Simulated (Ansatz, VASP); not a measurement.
**One calculation of KHAu2, two programs**

```
K H Au
1.0
    -3.02062    3.02062    3.62794
     3.02062   -3.02062    3.62794
     3.02062    3.02062   -3.62794
K H Au
2 2 4
Cartesian
  0.0000 0.0000 1.8140
  0.0000 0.0000 5.4419
  0.0000 3.0206 0.0000
  3.0206 0.0000 0.0000
  0.8506 3.8712 0.0000
  2.1700 0.8506 0.0000
  2.1700 -0.8506 3.6279
  0.8506 2.1700 3.6279
```

Alike in both runs: task relaxation of cell and atoms; functional PBE; k mesh 4 × 4 × 4; no spin polarisation.

```csv
,VASP,Ansatz
version,VASP 6.6.1,Ansatz 0.2.0
potentials or method,"VASP PAW PBE potentials, release 64 (K_sv, H, Au), cutoff 600 eV",PAW plane waves
occupations,"fermi-dirac, width 0.1 eV",fermi-dirac
valence electrons in the cell,64,96
```

Ansatz gave:

* gap on the k mesh at the Fermi level, each at its own relaxed structure (eV): none
* relaxed volume (Å³/atom): 22.61
* relaxed cell length with the largest relative difference (Å): 7.026

Problem. What did VASP give for the same quantities?

Solution. gap on the k mesh at the Fermi level, each at its own relaxed structure (eV): none; relaxed volume (Å³/atom): 22.35; relaxed cell length with the largest relative difference (Å): 6.966.

A gap of «none» marks a metal or a gap that the smearing closes. VASP's potentials hold 64 valence electrons a cell and Ansatz's 96, so a difference there can come from the potentials and not from the codes.

The k mesh is coarse, so the values compare programs but aren't converged. Neither program's run includes spin-orbit coupling. Noted on VASP's run: the volume moved by over 15 % at a fixed basis, so the end points are rough.
